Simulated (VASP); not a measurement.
# ZnCu (Pm-3m) in VASP: further runs

Runs on ZnCu. Level: PBE. Tasks: single point.

All numbers are computed with VASP 6.6.1; they aren't measurements. Logs are shortened: lines on timing, memory, paths and dates and some standing lists are left out, and cuts for length are marked.

### Step 1. The cell of the first run

Symmetry: Pm-3m, No. 221, cubic system. Conventional cell: a = 2.945 Å, b = 2.945 Å, c = 2.945 Å, α = 90.00°, β = 90.00°, γ = 90.00°. Zn (site symmetry m-3m) has 8 Cu at 2.55 Å and 6 Zn at 2.94 Å within 3.4 Å. Cu (site symmetry m-3m) has 8 Zn at 2.55 Å and 6 Cu at 2.94 Å within 3.4 Å.

### Step 2. Single point, PBE, collinear spin

Input file INCAR:

```
  PREC = Accurate
  ENCUT = 520
  EDIFF = 1E-7
  ISMEAR = -1
  SIGMA = 0.05
  LREAL = False
  LASPH = True
  NELM = 150
  ALGO = Normal
  ISIF = 2
  LWAVE = False
  LCHARG = False
  ISPIN = 2
  MAGMOM = 0 0.7
  LORBIT = 11
  LMAXMIX = 4
  GGA = PE
  NBANDS = 22
```

Input file KPOINTS:

```
Automatic mesh
0
Gamma
  10 10 10
```

Input file POSCAR:

```
ZnCu
1.0
    2.9450000000      0.0000000000      0.0000000000
    0.0000000000      2.9450000000      0.0000000000
    0.0000000000      0.0000000000      2.9450000000
Zn Cu
1 1
Direct
    0.5000000000      0.5000000000      0.5000000000
    0.0000000000      0.0000000000      0.0000000000
```

Potentials or basis: VASP PAW PBE potentials, release 64 (Zn, Cu).

Started as:

```bash
> cat potpaw_PBE.64/Zn/POTCAR potpaw_PBE.64/Cu/POTCAR > POTCAR
> mpirun -np 1 vasp_std > vasp.out
```

OUTCAR:

```text
PREC = Accurate
   ENCUT = 520
   EDIFF = 1E-7
   ISMEAR = -1
   LREAL = False
   LASPH = True
   NELM = 150
   ISIF = 2
   ISPIN = 2
   LORBIT = 11
   GGA = PE

 ion  position               nearest neighbor table
   1  0.500  0.500  0.500-   2 2.55   2 2.55   2 2.55   2 2.55   2 2.55   2 2.55   2 2.55   2 2.55

   2  0.000  0.000  0.000-   1 2.55   1 2.55   1 2.55   1 2.55   1 2.55   1 2.55   1 2.55   1 2.55

  LATTYP: Found a simple cubic cell.
 ALAT       =     2.9450000000

  Lattice vectors:

 A1 = (   2.9450000000,   0.0000000000,   0.0000000000)
 A2 = (   0.0000000000,   2.9450000000,   0.0000000000)
 A3 = (   0.0000000000,   0.0000000000,   2.9450000000)

Analysis of symmetry for initial positions (statically):
=====================================================================
 Subroutine PRICEL returns:
 Original cell was already a primitive cell.

 Routine SETGRP: Setting up the symmetry group for a
 simple cubic supercell.

 Subroutine GETGRP returns: Found 48 space group operations
 (whereof 48 operations were pure point group operations)
 out of a pool of 48 trial point group operations.

The static configuration has the point symmetry O_h .

Analysis of symmetry for dynamics (positions and initial velocities):
=====================================================================
 Subroutine PRICEL returns:
 Original cell was already a primitive cell.

 Routine SETGRP: Setting up the symmetry group for a
 simple cubic supercell.

 Subroutine GETGRP returns: Found 48 space group operations
 (whereof 48 operations were pure point group operations)
 out of a pool of 48 trial point group operations.

The dynamic configuration has the point symmetry O_h .

Analysis of structural, dynamic, and magnetic symmetry:
=====================================================================
 Subroutine PRICEL returns:
 Original cell was already a primitive cell.

 Routine SETGRP: Setting up the symmetry group for a
 simple cubic supercell.

 Subroutine GETGRP returns: Found 48 space group operations
 (whereof 48 operations were pure point group operations)
 out of a pool of 48 trial point group operations.

The overall configuration has the point symmetry O_h .

 Subroutine INISYM returns: Found 48 space group operations
 (whereof 48 operations are pure point group operations),
 and found     1 'primitive' translations

----------------------------------------------------------------------------------------

                                     Primitive cell

  volume of cell :      25.5421

  direct lattice vectors                    reciprocal lattice vectors
     2.945000000  0.000000000  0.000000000     0.339558574  0.000000000  0.000000000
     0.000000000  2.945000000  0.000000000     0.000000000  0.339558574  0.000000000
     0.000000000  0.000000000  2.945000000     0.000000000  0.000000000  0.339558574

  length of vectors
     2.945000000  2.945000000  2.945000000     0.339558574  0.339558574  0.339558574

  position of ions in fractional coordinates (direct lattice)
     0.500000000  0.500000000  0.500000000
     0.000000000  0.000000000  0.000000000

  ion indices of the primitive-cell ions
   primitive index   ion index
                 1           1
                 2           2

----------------------------------------------------------------------------------------

 KPOINTS: Automatic mesh

Automatic generation of k-mesh.
 Grid dimensions read from file:
 generate k-points for:   10   10   10

 Generating k-lattice:

  Cartesian coordinates                     Fractional coordinates (reciprocal lattice)
     0.033955857  0.000000000  0.000000000     0.100000000  0.000000000  0.000000000
     0.000000000  0.033955857  0.000000000     0.000000000  0.100000000  0.000000000
     0.000000000  0.000000000  0.033955857     0.000000000  0.000000000  0.100000000

  Length of vectors
     0.033955857  0.033955857  0.033955857

  Shift w.r.t. Gamma in fractional coordinates (k-lattice)
     0.000000000  0.000000000  0.000000000

 Subroutine IBZKPT returns following result:
 ===========================================

 Found     56 irreducible k-points:

 Following reciprocal coordinates:
            Coordinates               Weight
  0.000000  0.000000  0.000000      1.000000
  0.100000  0.000000  0.000000      6.000000
  0.200000  0.000000  0.000000      6.000000
  0.300000  0.000000  0.000000      6.000000
  0.400000  0.000000  0.000000      6.000000
  0.500000  0.000000  0.000000      3.000000
[... 16 lines left out ...]
  0.200000  0.100000  0.100000     24.000000
  0.300000  0.100000  0.100000     24.000000
 [... further k-points ...]
   k-points           NKPTS =     56   k-points in BZ     NKDIM =     56   number of bands    NBANDS=     22
   number of dos      NEDOS =    301   number of ions     NIONS =      2
   total plane-waves  NPLWV =  13824
   dimension x,y,z NGX =    24 NGY =   24 NGZ =   24
   dimension x,y,z NGXF=    48 NGYF=   48 NGZF=   48
   ions per type =               1   1
   NGX,Y,Z   is equivalent  to a cutoff of  13.55, 13.55, 13.55 a.u.
   NGXF,Y,Z  is equivalent  to a cutoff of  27.10, 27.10, 27.10 a.u.
 SYSTEM =  unknown system
   PREC   = accura    normal or accurate (medium, high low for compatibility)
   ISTART =      0    job   : 0-new  1-cont  2-samecut
   ICHARG =      2    charge: 1-file 2-atom 10-const
   ISPIN  =      2    spin polarized calculation?
   LNONCOLLINEAR =      F non collinear calculations
   LSORBIT =      F    spin-orbit coupling
   LASPH  =      T    aspherical Exc in radial PAW
   ENCUT  =  520.0 eV  38.22 Ry    6.18 a.u.   5.48  5.48  5.48*2*pi/ulx,y,z
   NELM   =    150;   NELMIN=  2; NELMDL= -5     # of ELM steps
   EDIFF  = 0.1E-06   stopping-criterion for ELM
   LREAL  =      F    real-space projection
   EDIFFG = 0.1E-05   stopping-criterion for IOM
   NSW    =      0    number of steps for IOM
   IBRION =     -1    ionic relax: 0-MD 1-quasi-New 2-CG
   NFREE  =      0    steps in history (QN), initial steepest desc. (CG)
   ISIF   =      2    stress and relaxation
   ISYM   =      2    0-nonsym 1-usesym 2-fastsym
   POTIM  = 0.5000    time-step for ionic-motion
   TEBEG  =    0.0;   TEEND  =   0.0 temperature during run
   PSTRESS=    0.0 pullay stress
   NELECT =      23.0000    total number of electrons
   NUPDOWN=      -1.0000    fix difference up-down
   EMIN   =  10.00;   EMAX   =-10.00  energy-range for DOS
   EFERMI =   0.00;   METHOD = LEGACY
   ISMEAR =    -1;   SIGMA  =   0.05  broadening in eV -4-tet -1-fermi 0-gaus
   EFERMI_NEDOS =   21; number of points for ismear=-14 and -15
   IALGO  =     38    algorithm
   IMIX   =      4    mixing-type and parameters
     AMIX     =   0.40;   BMIX     =  1.00
     AMIX_MAG =   1.60;   BMIX_MAG =  1.00
  volume/ion in A,a.u.               =      12.77        86.18
  Fermi-wavevector in a.u.,A,eV,Ry     =   1.580880  2.987429 34.003415  2.499180
  Thomas-Fermi vector in A             =   2.681040
   LORBIT       =     11    0 simple, 1 ext, 2 COOP (PROOUT), +10 PAW based schemes
   GGA     = PE    functional components
   LHFCALC =     F    Hartree Fock is set to
   AEXX    =    0.0000 exact exchange contribution
   IVDW    =     0    specifies the selected vdW correction
   LEPSILON=     F    determine dielectric tensor
   LRPA    =     F    only Hartree local field effects (RPA)
 spin polarized calculation
  energy-cutoff  :      520.00
  volume of cell :       25.54
 maximum number of plane-waves:       711
 NGX is ok and might be reduce to    24
   NGX = 11   NGY = 11   NGZ = 11

 number of electron      23.0000000 magnetization       0.0000115

 number of electron      23.0000000 magnetization      -0.0000044

 Free energy of the ion-electron system (eV)
  ---------------------------------------------------
  ext. energy  EPLUGINS =         0.00000000
  ---------------------------------------------------
  free energy    TOTEN  =        -5.00469082 eV

  energy without entropy =       -4.99938553  energy(sigma->0) =       -5.00203818

 E-fermi :   5.6497     XC(G=0): -12.4017

 val. band max:        5.6235316692   @ k =   0.4000   0.4000   0.4000
 cond. band min:       5.7831624669   @ k =   0.3000   0.1000   0.1000
 fundamental gap:      0.1596307978
 Fermi energy:         5.6497128252

 spin component 1

 k-point     1 :       0.0000    0.0000    0.0000
  band No.  band energies     occupation
      1      -4.7966      1.00000
      2      -2.3080      1.00000
      3      -2.3080      1.00000
      4      -1.6128      1.00000
      5      -1.6128      1.00000
      6      -1.6128      1.00000
[... 14 lines left out ...]
     21      30.1504      0.00000
     22      30.1504      0.00000
[... 552 lines left out ...]
  band No.  band energies     occupation
      1      -2.9922      1.00000
      2      -2.1117      1.00000
      3      -1.9660      1.00000
      4      -1.7581      1.00000
      5      -1.6591      1.00000
      6      -1.5871      1.00000
[... 14 lines left out ...]
     21      26.8705      0.00000
     22      28.2901      0.00000

 [... further k-points ...]

 spin component 2

 k-point     1 :       0.0000    0.0000    0.0000
  band No.  band energies     occupation
      1      -4.7966      1.00000
      2      -2.3080      1.00000
      3      -2.3080      1.00000
      4      -1.6128      1.00000
      5      -1.6128      1.00000
      6      -1.6128      1.00000
[... 14 lines left out ...]
     21      30.1504      0.00000
     22      30.1504      0.00000
[... 552 lines left out ...]
  band No.  band energies     occupation
      1      -2.9922      1.00000
      2      -2.1117      1.00000
      3      -1.9660      1.00000
      4      -1.7581      1.00000
      5      -1.6591      1.00000
      6      -1.5871      1.00000
[... 14 lines left out ...]
     21      26.8705      0.00000
     22      28.2901      0.00000

 [... further k-points ...]
[... 5 lines left out ...]
  --------------------------------------------------------------------------------------
  -------------------------------------------------------------------------------------
  Total        0.4639053      0.4639053      0.4639053     -0.0000000      0.0000000     -0.0000000
  in kB       29.0994005     29.0994005     29.0994005     -0.0000000      0.0000000     -0.0000000
  external PRESSURE =      29.0994005 kB  Pullay stress =       0.0000000 kB

 VOLUME and BASIS-vectors are now :
 -----------------------------------------------------------------------------
  energy-cutoff  :      520.00
  volume of cell :       25.54
      direct lattice vectors                 reciprocal lattice vectors
     2.945000000  0.000000000  0.000000000     0.339558574  0.000000000  0.000000000
     0.000000000  2.945000000  0.000000000     0.000000000  0.339558574  0.000000000
     0.000000000  0.000000000  2.945000000     0.000000000  0.000000000  0.339558574

 POSITION                                       TOTAL-FORCE (eV/Angst)
 -----------------------------------------------------------------------------------
      1.47250      1.47250      1.47250         0.000000      0.000000      0.000000
      0.00000      0.00000      0.00000         0.000000      0.000000      0.000000
 -----------------------------------------------------------------------------------
    total drift:                                0.000000      0.000000     -0.000000

  FREE ENERGIE OF THE ION-ELECTRON SYSTEM (eV)
  ---------------------------------------------------
  free  energy   TOTEN  =        -5.0046908182 eV

  energy  without entropy=       -4.9993855330  energy(sigma->0) =       -5.00203818

 total charge

# of ion       s       p       d       tot
------------------------------------------
    1        0.582   0.522   9.737  10.841
    2        0.426   0.382   9.180   9.988
--------------------------------------------------
tot          1.008   0.904  18.916  20.829

 magnetization (x)

# of ion       s       p       d       tot
------------------------------------------
    1        0.000   0.000  -0.000   0.000
    2        0.000  -0.000   0.000  -0.000
--------------------------------------------------
tot          0.000   0.000  -0.000   0.000
```

Wall time 73 s (1 thread of AMD EPYC 7R43 (Zen 3), shared host); peak memory 0.14 GiB.

Results:

```
Free energy                                           : -5.0047 eV
Pressure                                              : 2.9 GPa
Net moment                                            : 0.00 μB per cell
Valence electrons inside the program's atomic spheres : Zn 10.84; Cu 9.99
```

Levels at points of the mesh, in eV from the Fermi level:
Spin up:
```
           k point  band 9  band 10  band 11  band 12  band 13  band 14  band 15  band 16
(0.00, 0.00, 0.00)   -2.84    -2.84    -2.84     6.12     6.12     6.12    11.15    11.15
(0.50, 0.00, 0.00)   -3.39    -3.39    -2.92    -2.12    11.60    11.60    12.23    12.23
(0.50, 0.50, 0.00)   -2.99    -2.61    -2.00    -2.00     1.65     2.00    13.83    15.42
(0.50, 0.50, 0.50)   -2.59    -2.59     3.75     4.23     4.23     4.23     4.41     4.41
```
Spin down:
```tsv
k point	band 9	band 10	band 11	band 12	band 13	band 14	band 15	band 16
(0.00, 0.00, 0.00)	-2.84	-2.84	-2.84	6.12	6.12	6.12	11.15	11.15
(0.50, 0.00, 0.00)	-3.39	-3.39	-2.92	-2.12	11.60	11.60	12.23	12.23
(0.50, 0.50, 0.00)	-2.99	-2.61	-2.00	-2.00	1.65	2.00	13.83	15.42
(0.50, 0.50, 0.50)	-2.59	-2.59	3.75	4.23	4.23	4.23	4.41	4.41
```

### Step 3. Single point, PBE, collinear spin

Input file INCAR:

```
  PREC = Accurate
  ENCUT = 520
  EDIFF = 1E-6
  ISMEAR = -1
  SIGMA = 0.05
  LREAL = False
  LASPH = True
  NELM = 150
  ALGO = Normal
  ISIF = 2
  LWAVE = False
  LCHARG = True
  ISPIN = 2
  MAGMOM = 0 0.05
  LORBIT = 11
  NUPDOWN = 0.05
  LMAXMIX = 4
  GGA = PE
  LELF = True
  LVHAR = True
  NBANDS = 22
```

KPOINTS is that of step 2.

POSCAR is that of step 2.

Potentials or basis: VASP PAW PBE potentials, release 64 (Zn, Cu).

Started as:

```bash
> cat potpaw_PBE.64/Zn/POTCAR potpaw_PBE.64/Cu/POTCAR > POTCAR
> mpirun -np 1 vasp_std > vasp.out
```

OUTCAR:

```text
PREC = Accurate
   ENCUT = 520
   EDIFF = 1E-6
   ISMEAR = -1
   LREAL = False
   LASPH = True
   NELM = 150
   ISIF = 2
   ISPIN = 2
   LORBIT = 11
   NUPDOWN = 0.05
   GGA = PE

 ion  position               nearest neighbor table
   1  0.500  0.500  0.500-   2 2.55   2 2.55   2 2.55   2 2.55   2 2.55   2 2.55   2 2.55   2 2.55

   2  0.000  0.000  0.000-   1 2.55   1 2.55   1 2.55   1 2.55   1 2.55   1 2.55   1 2.55   1 2.55

  LATTYP: Found a simple cubic cell.
 ALAT       =     2.9450000000

  Lattice vectors:

 A1 = (   2.9450000000,   0.0000000000,   0.0000000000)
 A2 = (   0.0000000000,   2.9450000000,   0.0000000000)
 A3 = (   0.0000000000,   0.0000000000,   2.9450000000)

Analysis of symmetry for initial positions (statically):
=====================================================================
 Subroutine PRICEL returns:
 Original cell was already a primitive cell.

 Routine SETGRP: Setting up the symmetry group for a
 simple cubic supercell.

[... 786 lines left out ...]
     21      26.8575      0.00000
     22      28.2758      0.00000

 [... further k-points ...]

 spin component 2

 k-point     1 :       0.0000    0.0000    0.0000
  band No.  band energies     occupation
      1      -4.7821      1.00000
      2      -2.3039      1.00000
      3      -2.3039      1.00000
      4      -1.6098      1.00000
      5      -1.6098      1.00000
      6      -1.6098      1.00000
[... 589 lines left out ...]
     21      26.8835      0.00000
     22      28.3044      0.00000

 [... further k-points ...]
[... 5 lines left out ...]
  --------------------------------------------------------------------------------------
  -------------------------------------------------------------------------------------
  Total        0.4150060      0.4150060      0.4150060      0.0000000      0.0000000      0.0000000
  in kB       26.0320900     26.0320900     26.0320900      0.0000000      0.0000000      0.0000000
  external PRESSURE =      26.0320900 kB  Pullay stress =       0.0000000 kB

 VOLUME and BASIS-vectors are now :
 -----------------------------------------------------------------------------
  energy-cutoff  :      520.00
  volume of cell :       25.54
      direct lattice vectors                 reciprocal lattice vectors
     2.945000000  0.000000000  0.000000000     0.339558574  0.000000000  0.000000000
     0.000000000  2.945000000  0.000000000     0.000000000  0.339558574  0.000000000
     0.000000000  0.000000000  2.945000000     0.000000000  0.000000000  0.339558574

 POSITION                                       TOTAL-FORCE (eV/Angst)
 -----------------------------------------------------------------------------------
      1.47250      1.47250      1.47250         0.000000      0.000000      0.000000
      0.00000      0.00000      0.00000         0.000000      0.000000      0.000000
 -----------------------------------------------------------------------------------
    total drift:                                0.000000      0.000000     -0.000000

  FREE ENERGIE OF THE ION-ELECTRON SYSTEM (eV)
  ---------------------------------------------------
  free  energy   TOTEN  =        -5.0030125128 eV

  energy  without entropy=       -4.9970343807  energy(sigma->0) =       -5.00002345

 total charge

# of ion       s       p       d       tot
------------------------------------------
    1        0.582   0.522   9.737  10.841
    2        0.426   0.382   9.179   9.988
--------------------------------------------------
tot          1.008   0.904  18.916  20.829

 magnetization (x)

# of ion       s       p       d       tot
------------------------------------------
    1        0.003   0.007   0.002   0.013
    2        0.003   0.006   0.011   0.021
--------------------------------------------------
tot          0.007   0.013   0.014   0.034
```

OSZICAR:

```text
N       E                     dE             d eps       ncg     rms          rms(c)
DAV:   1     0.127130091529E+03    0.12713E+03   -0.10627E+04  5544   0.172E+03
DAV:   2     0.251609750848E+01   -0.12461E+03   -0.11670E+03  4976   0.289E+02
DAV:   3    -0.600836279153E+01   -0.85245E+01   -0.84214E+01  5768   0.800E+01
DAV:   4    -0.608494092618E+01   -0.76578E-01   -0.76553E-01  5420   0.727E+00
DAV:   5    -0.608580209637E+01   -0.86117E-03   -0.86116E-03  5886   0.805E-01    0.953E+00
DAV:   6    -0.596408184943E+01    0.12172E+00   -0.11657E+01  5708   0.743E+01    0.611E+00
DAV:   7    -0.501658271100E+01    0.94750E+00   -0.24591E+00  5770   0.705E+01    0.220E+00
DAV:   8    -0.501121675396E+01    0.53660E-02   -0.83217E-02  6918   0.334E+00    0.119E+00
DAV:   9    -0.500303052465E+01    0.81862E-02   -0.81644E-03  6396   0.184E+00    0.552E-02
DAV:  10    -0.500301591471E+01    0.14610E-04   -0.48489E-04  7702   0.394E-01    0.437E-02
DAV:  11    -0.500301320785E+01    0.27069E-05   -0.22157E-05  7554   0.980E-02    0.180E-02
DAV:  12    -0.500301251283E+01    0.69502E-06   -0.56381E-06  6418   0.682E-02
   1 F= -.50030125E+01 E0= -.50000234E+01  d E =-.597813E-02  mag=     0.0500
```

stdout:

```text
POSCAR found type information on POSCAR ZnCu
 POSCAR found :  2 types and       2 ions
 scaLAPACK will be used
 LDA part: xc-table for (Slater+PW92), standard interpolation
 POSCAR, INCAR and KPOINTS ok, starting setup
 FFT: planning ... GRIDC
 FFT: planning ... GRID_SOFT
 FFT: planning ... GRID
 WAVECAR not read
 entering main loop
```

It took 57 s on 1 thread of AMD EPYC 7R43 (Zen 3), shared host; peak memory 0.14 GiB.

What came out:

| Item | Value |
| --- | --- |
| Free energy | -5.0030 eV |
| Pressure | 2.6 GPa |
| Net moment | 0.05 μB per cell |
| Site moments | Zn +0.01; Cu +0.02 μB |
| Valence electrons inside the program's atomic spheres | Zn 10.84; Cu 9.99 |

Caveat: the total moment is fixed, so each spin has its own Fermi level and the state may be an excited one.

[end of part 1 of 2]
